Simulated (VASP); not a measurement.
A run of VASP 6.6.1 is set up as follows.

INCAR

```
  PREC = Accurate
  ENCUT = 520
  EDIFF = 1E-7
  ISMEAR = 1
  SIGMA = 0.05
  LREAL = False
  LASPH = True
  NELM = 60
  ALGO = Normal
  ISIF = 2
  LWAVE = False
  LCHARG = False
  NBANDS = 11
```

KPOINTS

```
regular mesh
0
Gamma
  14 14 8
```

POSCAR

```
C
1.0
    2.1553142629     -1.2444454588      0.0000000000
    2.1553142629      1.2444454588      0.0000000000
   -1.3972177390      0.0000000000      3.5489251545
C
2
Direct
    0.8333560000      0.8333560000      0.0000930000
    0.1666440000      0.1666440000      0.9999070000
```

Potentials or basis: VASP PAW LDA potentials, release 64 (C).

Command:

```console
$ cat potpaw_LDA.64/C/POTCAR > POTCAR
$ mpirun -np 1 vasp_std > vasp.out
```

(1) Predict the band gap on the k mesh.

(2) Estimate the largest force.

(3) What does it give for the pressure?

## Answers

(1) 0.76 eV, indirect (least direct gap 0.78 eV).

(2) 0.004 eV/Å.

(3) -13.0 GPa.
